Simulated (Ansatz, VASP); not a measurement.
**Ag: VASP beside Ansatz**

Contents of INCAR:

```
PREC     = Accurate       # precision mode
ENCUT    = 520            # plane-wave cutoff, eV
EDIFF    = 1E-6           # SCF threshold, eV
ISMEAR   = -1             # smearing method
SIGMA    = 0.1            # smearing width, eV
LREAL    = False          # projectors in reciprocal space
LASPH    = True           # aspherical terms in the spheres
NELM     = 100            # most SCF steps
ALGO     = Normal         # electronic algorithm
ISIF     = 2              # what is computed and relaxed
LWAVE    = False          # write WAVECAR
LCHARG   = False          # write CHGCAR
GGA      = PE             # functional
NBANDS   = 12             # bands
```

Contents of KPOINTS:

```
regular mesh
0
Gamma
  15 15 15
```

File POSCAR:

```
Ag
1.0
    0.0000000000      2.0631775000      2.0427500000
    2.0631775000      0.0000000000      2.0427500000
    2.0631775000      2.0631775000      0.0000000000
Ag
1
Direct
    0.0000000000      0.0000000000      0.0000000000
```

Input for Ansatz:

```yaml
crystal:
  lattice:
    - [0.0, 2.0631774999999997, 2.04275]
    - [2.0631774999999997, 0.0, 2.04275]
    - [2.0631774999999997, 2.0631774999999997, 0.0]
  atoms:
    - { symbol: Ag, position: [0.0, 0.0, 0.0] }
accuracy: medium
basis:
  ecutwfc: 470.0
  xc_grid: 2
kpoints:
  mp_grid:
    grid: [15, 15, 15]
hamiltonian:
  xc: pbe
scf:
  convergence:
    dr2_threshold: 1.0e-08
  mixing:
    algorithm: broyden
    beta: 0.2
    ndim: 6
  occupations:
    method: fermi_dirac
  eigensolver:
    kind: davidson
output:
  stress: true
```

Alike in both runs: task single point; functional PBE; k mesh 15 × 15 × 15; no spin polarisation.

```csv
,VASP,Ansatz
version,VASP 6.6.1,Ansatz 0.2.0
potentials or method,"VASP PAW PBE potentials, release 64 (Ag), cutoff 520 eV","plane waves, PAW"
occupations,"fermi-dirac, width 0.1 eV",fermi-dirac
valence electrons in the cell,11,19
```

VASP gave:

* pressure (GPa): 2.3
* traceless stress, the component that is largest in VASP (GPa): 0.12

Question: Which values does Ansatz return?

Answer: Pressure (GPa): 2.5; traceless stress, the component that is largest in VASP (GPa): 0.13.

VASP's potentials hold 11 valence electrons a cell and Ansatz's 19, so a difference there can come from the potentials and not from the codes. Ansatz's warnings: stress scf threshold loose.
